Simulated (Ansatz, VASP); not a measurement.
As: VASP beside Ansatz

```
As
1.0
     0.00000    1.93437    2.65795
     1.93335    0.00000    2.65795
     1.93335    1.93437    0.00000
As
1
Direct
  0.00000 0.00000 0.00000
```

Alike in both runs: functional PBE; k mesh 22 × 22 × 22; occupations gaussian, width 0.1 eV; no spin polarisation.

Ansatz relaxed the structure, and its values are those at the end. VASP's run is a single point on that final structure, the one shown.

|  | VASP | Ansatz |
| --- | --- | --- |
| version | VASP 6.6.1 | Ansatz 0.2.0 |
| potentials or method | VASP PAW PBE potentials, release 64 (As), cutoff 520 eV | scalar-relativistic, plane waves, PAW |
| valence electrons in the cell | 5 | 15 |

VASP gave:

| Quantity | Value |
| --- | --- |
| gap on the k mesh at the Fermi level (eV) | none |
| pressure (GPa) | 0.1 |

Task: Which values does Ansatz return?

Result: gap on the k mesh at the Fermi level (eV): none; pressure (GPa): 0.0.

A gap of «none» marks a metal or a gap that the smearing closes. With one functional, cell and mesh, what is left measures potentials, basis and numerics. VASP's potentials hold 5 valence electrons a cell and Ansatz's 15, so a difference there can come from the potentials and not from the codes.
